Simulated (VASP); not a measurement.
# La (P6/mmm) in VASP: relaxation of cell and atoms with PBEsol

Aim: the relaxation of cell and atoms of La with PBEsol.

Program: VASP 6.6.1. These are calculated values, not measurements. Logs are shortened: lines on timing, memory, paths and dates and some standing lists are left out, and cuts for length are marked.

## (1) The cell of the first run

The structure is hexagonal, space group P6/mmm (No. 191). The conventional cell has a = 3.394 Å, b = 3.394 Å, c = 3.190 Å, α = 90.00°, β = 90.00°, γ = 120.00°. La (site symmetry 6/mmm) has 8 La at 3.19 to 3.39 Å within 4.2 Å.

This isn't the form of La at room conditions, which is double hcp.

## (2) Relaxation of cell and atoms, PBEsol, target pressure 4 GPa, at which the enthalpy is minimised

File INCAR:

```
SYSTEM = La
PREC = Accurate ; ENCUT = 600
EDIFF = 1E-7 ; ISMEAR = -1
SIGMA = 0.08 ; LREAL = .FALSE.
LASPH = .TRUE. ; NELM = 60
ALGO = Normal ; ISIF = 3
LWAVE = .FALSE. ; LCHARG = .FALSE.
GGA = PS ; IBRION = 2
NSW = 60 ; EDIFFG = -0.005
PSTRESS = 40.0
```

File KPOINTS:

```
regular mesh
0
G
  13 13 12
  0 0 0
```

File POSCAR:

```
La
1.0
    3.3935857820      0.0000000000      0.0000000000
   -1.6967928910      2.9389314972      0.0000000000
    0.0000000000      0.0000000000      3.1899706351
La
1
Direct
    0.0000000000      0.0000000000      0.0000000000
```

Potentials or basis: VASP PAW PBE potentials, release 64 (La).

On the command line:

```bash
$ cat potpaw_PBE.64/La/POTCAR > POTCAR
$ mpirun -np 1 vasp_std > vasp.out
```

OUTCAR:

```text
SYSTEM = La
   PREC = Accurate
   ENCUT = 600
   EDIFF = 1E-7
   ISMEAR = -1
   LREAL = .FALSE.
   LASPH = .TRUE.
   NELM = 60
   ISIF = 3
   GGA = PS
   IBRION = 2
   NSW = 60
   EDIFFG = -0.005
   PSTRESS = 40.0

 ion  position               nearest neighbor table
   1  0.000  0.000  0.000-

  LATTYP: Found a hexagonal cell.
 ALAT       =     3.3935857820
 C/A-ratio  =     0.9400000000

  Lattice vectors:

 A1 = (   3.3935857820,   0.0000000000,   0.0000000000)
 A2 = (  -1.6967928910,   2.9389314972,   0.0000000000)
 A3 = (   0.0000000000,   0.0000000000,   3.1899706351)

Analysis of symmetry for initial positions (statically):
=====================================================================
 Subroutine PRICEL returns:
 Original cell was already a primitive cell.

 Routine SETGRP: Setting up the symmetry group for a
 hexagonal supercell.

 Subroutine GETGRP returns: Found 24 space group operations
 (whereof 24 operations were pure point group operations)
 out of a pool of 24 trial point group operations.

The static configuration has the point symmetry D_6h.

Analysis of symmetry for dynamics (positions and initial velocities):
=====================================================================
 Subroutine PRICEL returns:
 Original cell was already a primitive cell.

 Routine SETGRP: Setting up the symmetry group for a
 hexagonal supercell.

 Subroutine GETGRP returns: Found 24 space group operations
 (whereof 24 operations were pure point group operations)
 out of a pool of 24 trial point group operations.

The dynamic configuration has the point symmetry D_6h.

 Subroutine INISYM returns: Found 24 space group operations
 (whereof 24 operations are pure point group operations),
 and found     1 'primitive' translations

----------------------------------------------------------------------------------------

                                     Primitive cell

  volume of cell :      31.8152

  direct lattice vectors                    reciprocal lattice vectors
     3.393585782  0.000000000  0.000000000     0.294673559  0.170129859  0.000000000
    -1.696792891  2.938931497  0.000000000     0.000000000  0.340259717  0.000000000
     0.000000000  0.000000000  3.189970635     0.000000000  0.000000000  0.313482510

  length of vectors
     3.393585782  3.393585782  3.189970635     0.340259717  0.340259717  0.313482510

  position of ions in fractional coordinates (direct lattice)
     0.000000000  0.000000000  0.000000000

  ion indices of the primitive-cell ions
   primitive index   ion index
                 1           1

----------------------------------------------------------------------------------------

 KPOINTS: regular mesh

Automatic generation of k-mesh.
 Grid dimensions read from file:
 generate k-points for:   13   13   12

 Generating k-lattice:

  Cartesian coordinates                     Fractional coordinates (reciprocal lattice)
     0.022667197  0.013086912  0.000000000     0.076923077  0.000000000  0.000000000
     0.000000000  0.026173824  0.000000000     0.000000000  0.076923077  0.000000000
     0.000000000  0.000000000  0.026123542     0.000000000  0.000000000  0.083333333

  Length of vectors
     0.026173824  0.026173824  0.026123542

  Shift w.r.t. Gamma in fractional coordinates (k-lattice)
     0.000000000  0.000000000  0.000000000

 Subroutine IBZKPT returns following result:
 ===========================================

 Found    147 irreducible k-points:

 Following reciprocal coordinates:
            Coordinates               Weight
  0.000000  0.000000  0.000000      1.000000
  0.076923  0.000000  0.000000      6.000000
  0.153846  0.000000  0.000000      6.000000
  0.230769  0.000000  0.000000      6.000000
  0.307692  0.000000  0.000000      6.000000
  0.384615  0.000000  0.000000      6.000000
[... 16 lines left out ...]
  0.076923  0.000000  0.083333     12.000000
  0.153846  0.000000  0.083333     12.000000
 [... further k-points ...]
   k-points           NKPTS =    147   k-points in BZ     NKDIM =    147   number of bands    NBANDS=      9
   number of dos      NEDOS =    301   number of ions     NIONS =      1
   total plane-waves  NPLWV =  21952
   dimension x,y,z NGX =    28 NGY =   28 NGZ =   28
   dimension x,y,z NGXF=    56 NGYF=   56 NGZF=   56
   ions per type =               1
   NGX,Y,Z   is equivalent  to a cutoff of  13.72, 13.72, 14.59 a.u.
   NGXF,Y,Z  is equivalent  to a cutoff of  27.43, 27.43, 29.18 a.u.
 SYSTEM =  La
   PREC   = accura    normal or accurate (medium, high low for compatibility)
   ISTART =      0    job   : 0-new  1-cont  2-samecut
   ICHARG =      2    charge: 1-file 2-atom 10-const
   ISPIN  =      1    spin polarized calculation?
   LNONCOLLINEAR =      F non collinear calculations
   LSORBIT =      F    spin-orbit coupling
   LASPH  =      T    aspherical Exc in radial PAW
   ENCUT  =  600.0 eV  44.10 Ry    6.64 a.u.   6.78  6.78  6.37*2*pi/ulx,y,z
   NELM   =     60;   NELMIN=  2; NELMDL= -5     # of ELM steps
   EDIFF  = 0.1E-06   stopping-criterion for ELM
   LREAL  =      F    real-space projection
   EDIFFG = -.5E-02   stopping-criterion for IOM
   NSW    =     60    number of steps for IOM
   IBRION =      2    ionic relax: 0-MD 1-quasi-New 2-CG
   NFREE  =      1    steps in history (QN), initial steepest desc. (CG)
   ISIF   =      3    stress and relaxation
   ISYM   =      2    0-nonsym 1-usesym 2-fastsym
   POTIM  = 0.5000    time-step for ionic-motion
   TEBEG  =    0.0;   TEEND  =   0.0 temperature during run
   PSTRESS=   40.0 pullay stress
   NELECT =      11.0000    total number of electrons
   NUPDOWN=      -1.0000    fix difference up-down
   EMIN   =  10.00;   EMAX   =-10.00  energy-range for DOS
   EFERMI =   0.00;   METHOD = LEGACY
   ISMEAR =    -1;   SIGMA  =   0.08  broadening in eV -4-tet -1-fermi 0-gaus
   EFERMI_NEDOS =   21; number of points for ismear=-14 and -15
   IALGO  =     38    algorithm
   IMIX   =      4    mixing-type and parameters
     AMIX     =   0.40;   BMIX     =  1.00
     AMIX_MAG =   1.60;   BMIX_MAG =  1.00
  volume/ion in A,a.u.               =      31.82       214.70
  Fermi-wavevector in a.u.,A,eV,Ry     =   1.149020  2.171332 17.963035  1.320246
  Thomas-Fermi vector in A             =   2.285691
   LORBIT       =      0    0 simple, 1 ext, 2 COOP (PROOUT), +10 PAW based schemes
   GGA     = PS    functional components
   LHFCALC =     F    Hartree Fock is set to
   AEXX    =    0.0000 exact exchange contribution
   IVDW    =     0    specifies the selected vdW correction
   LEPSILON=     F    determine dielectric tensor
   LRPA    =     F    only Hartree local field effects (RPA)
 conjugate gradient relaxation of ions
 non-spin polarized calculation
  energy-cutoff  :      600.00
  volume of cell :       31.82
 maximum number of plane-waves:      1076
 NGX is ok and might be reduce to    28
   NGX = 13   NGY = 13   NGZ = 13

--------------------------------------- Ionic step        1  -------------------------------------------

 number of electron      11.0000001 magnetization

 Free energy of the ion-electron system (eV)
  ---------------------------------------------------
  ext. energy  EPLUGINS =         0.00000000
  ---------------------------------------------------
  free energy    TOTEN  =        -5.07514710 eV

  energy without entropy =       -5.02790491  energy(sigma->0) =       -5.05152600

------------------------ aborting loop because EDIFF is reached ----------------------------------------

  FORCE on cell =-STRESS in cart. coord.  units (eV):
  Direction    XX          YY          ZZ          XY          YZ          ZX
  --------------------------------------------------------------------------------------
  -------------------------------------------------------------------------------------
  Total        0.2760987      0.2760987      0.5972803      0.0000000      0.0000000      0.0000000
  in kB       13.9040055     13.9040055     30.0783365      0.0000000      0.0000000      0.0000000
  external PRESSURE =     -20.7045509 kB  Pullay stress =      40.0000000 kB
[... 207 lines left out ...]
  enthalpy is  TOTEN    =        -4.2965687865 eV   P V=        0.7522142458

--------------------------------------- Ionic step        7  -------------------------------------------

 number of electron      11.0000000 magnetization

 Free energy of the ion-electron system (eV)
  ---------------------------------------------------
  ext. energy  EPLUGINS =         0.00000000
  ---------------------------------------------------
  free energy    TOTEN  =        -5.04865095 eV

  energy without entropy =       -5.00500605  energy(sigma->0) =       -5.02682850

 E-fermi :   9.7491     XC(G=0): -10.5383

 val. band max:        9.7490579991   @ k =   0.3077   0.3077   0.2500
 cond. band min:       9.7548761256   @ k =   0.3846   0.0000   0.0833
 fundamental gap:      0.0058181265
 Fermi energy:         9.7490661487

 k-point     1 :       0.0000    0.0000    0.0000
  band No.  band energies     occupation
      1     -23.0611      2.00000
      2      -5.4540      2.00000
      3      -5.0924      2.00000
      4      -5.0924      2.00000
      5       7.0754      2.00000
      6       8.4099      2.00000
      7      11.1943      0.00000
      8      11.6375      0.00000
      9      11.6375      0.00000
[... 265 lines left out ...]
 k-point    24 :       0.1538    0.0000    0.0833
  band No.  band energies     occupation
      1     -22.9304      2.00000
      2      -5.8345      2.00000
      3      -5.5661      2.00000
      4      -5.2397      2.00000
      5       8.0297      2.00000
      6       9.0927      1.99945
      7      10.2604      0.00335
      8      11.8985      0.00000
      9      12.1642      0.00000

 [... further k-points ...]
[... 5 lines left out ...]
  --------------------------------------------------------------------------------------
  -------------------------------------------------------------------------------------
  Total        0.7546058      0.7546058      0.7542483     -0.0000000      0.0000000      0.0000000
  in kB       40.1343173     40.1343173     40.1153038     -0.0000000      0.0000000      0.0000000
  external PRESSURE =       0.1279794 kB  Pullay stress =      40.0000000 kB
[... 16 lines left out ...]
  FREE ENERGIE OF THE ION-ELECTRON SYSTEM (eV)
  ---------------------------------------------------
  free  energy   TOTEN  =        -5.0486509476 eV

  energy  without entropy=       -5.0050060487  energy(sigma->0) =       -5.02682850

  enthalpy is  TOTEN    =        -4.2965705715 eV   P V=        0.7520803762

 reached required accuracy - stopping structural energy minimisation
```

Wall time 7.8 min (1 thread of Intel Xeon 8259CL, shared host); peak memory 0.23 GiB.

What came out:

```yaml
Free_energy: -5.0487 eV
Relaxed_volume: 30.12 Å³/atom
Relaxed_cell: a = 3.289 Å, b = 3.289 Å, c = 3.216 Å, α = 90.00°, β = 90.00°, γ = 120.00°
Space_group_after_relaxing_to_0.1_Å: P6/mmm (No. 191)
Energy_change_on_relaxing_the_run_minimises_the_enthalpy: +26.5 meV/atom
Ionic_steps: 7
Pressure_after_relaxing: 4.0 GPa
Band_gap_on_the_k_mesh: zero (an odd number of electrons rules out a gap without spin polarisation)
```

Step by step:
```csv
step,energy change (eV),largest force (eV/Å),pressure (GPa),volume (Å³)
1,0.0000,0.0000,1.93,31.82
2,0.0323,0.0000,4.16,29.96
3,0.0322,0.0000,4.15,29.96
4,0.0298,0.0000,4.10,30.02
5,0.0269,0.0000,4.03,30.11
6,0.0264,0.0000,4.02,30.13
7,0.0265,0.0000,4.01,30.12
```

Final structure:
```
La
1.0
     3.28873    0.00000    0.00000
    -1.64437    2.84813    0.00000
     0.00000    0.00000    3.21608
La
1
Direct
  0.00000 0.00000 0.00000
```

Levels at points of the mesh, in eV from the Fermi level:
```
           k point  band 3  band 4  band 5  band 6  band 7  band 8  band 9
(0.00, 0.00, 0.00)  -14.84  -14.84   -2.67   -1.34    1.45    1.89    1.89
(0.00, 0.00, 0.50)  -14.59  -14.59   -0.51    1.20    1.64    2.39    2.39
```

Caveat: the cell is relaxed towards a set pressure, so the run minimises the enthalpy, not the energy; the PAW data sets were made with another functional, which shifts forces and pressure a little; spin-orbit coupling is left out, which moves the levels of the heavy elements.
